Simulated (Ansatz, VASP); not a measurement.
Y2RhC3 in VASP and in Ansatz

```
Y Rh C
1.0
     3.60011    0.00000    0.00000
    -1.80006    3.11779    0.00000
     0.00000    0.00000   15.33415
Y Rh C
4 2 6
Direct
  0.33333 0.66667 0.91019
  0.66667 0.33333 0.41019
  0.66667 0.33333 0.08981
  0.33333 0.66667 0.58981
  0.00000 0.00000 0.25000
  0.00000 0.00000 0.75000
  0.00000 0.00000 0.50000
  0.00000 0.00000 0.00000
  0.33333 0.66667 0.29509
  0.66667 0.33333 0.79509
  0.66667 0.33333 0.70491
  0.33333 0.66667 0.20491
```

Alike in both runs: functional PBE; k mesh 6 × 6 × 1; occupations gaussian, width 0.1 eV; no spin polarisation.

Ansatz relaxed the structure, and its values are those at the end. VASP's run is a single point on that final structure, the one shown.

|  | VASP | Ansatz |
| --- | --- | --- |
| version | VASP 6.6.1 | Ansatz 0.2.0 |
| potentials or method | VASP PAW PBE potentials, release 64 (Y_sv, Rh_pv, C), cutoff 520 eV | scalar-relativistic, plane waves, PAW |
| valence electrons in the cell | 98 | 102 |

Ansatz gave:

```
gap on the k mesh at the Fermi level (eV) : none
pressure (GPa)                            : 0.0
rms of the force components (eV/Å)        : 0.001
```

**Question.** Which values does VASP return?

**Answer.** gap on the k mesh at the Fermi level (eV): none; pressure (GPa): 0.0; rms of the force components (eV/Å): 0.030.

A gap of «none» marks a metal or a gap that the smearing closes. With one functional, cell and mesh, what is left measures potentials, basis and numerics. VASP's potentials hold 98 valence electrons a cell and Ansatz's 102, so a difference there can come from the potentials and not from the codes.

The k mesh is coarse, so the values compare programs but aren't converged.
